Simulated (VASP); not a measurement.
Wanted: the native input for a VASP 6.6.1 run.

```
Task                   : single point
Functional             : PBE
Potentials or basis    : VASP PAW PBE potentials, release 64 (Ag, Cl)
Cutoff                 : 520 eV
k mesh                 : 8 × 8 × 8
Occupations            : fermi-dirac, width 0.02 eV
Spin                   : no spin polarisation
Dipole correction      : no
Further INCAR settings : ALGO = Normal; EDIFF = 1e-06; NBANDS = 16
```

The structure of AgCl lies in POSCAR:

```
AgCl
1.0
   -0.0277315000      2.7592842500      2.7592842500
    2.7592842500     -0.0277315000      2.7592842500
    2.7592842500      2.7592842500     -0.0277315000
Ag Cl
1 1
Direct
    0.5000000000      0.5000000000      0.5000000000
    0.0000000000      0.0000000000      0.0000000000
```

This cell differs from its parent crystal: equal xy, yz and zx shear strains of -1 %.

The input as run:

INCAR

```
PREC = Accurate
ENCUT = 520
EDIFF = 1E-6
ISMEAR = -1
SIGMA = 0.02
LREAL = False
LASPH = True
NELM = 100
ALGO = Normal
ISIF = 2
LWAVE = False
LCHARG = False
GGA = PE
NBANDS = 16
```

KPOINTS

```
Automatic mesh
0
Gamma
  8 8 8
```

Potentials or basis: VASP PAW PBE potentials, release 64 (Ag, Cl).

Launch:

```console
$ cat potpaw_PBE.64/Ag/POTCAR potpaw_PBE.64/Cl/POTCAR > POTCAR
$ mpirun -np 1 vasp_std > vasp.out
```

Results of the run:

```yaml
Pressure: 1.5 GPa
Band_gap_on_the_k_mesh: 0.90 eV, indirect (least direct gap 3.17 eV)
```

Caveat: the cell differs from its parent crystal (equal xy, yz and zx shear strains of -1 %).

It took 22 s on 1 thread of Intel(R) Xeon(R) Platinum 8488C (Sapphire Rapids) (shared host), peak memory 0.19 GiB.
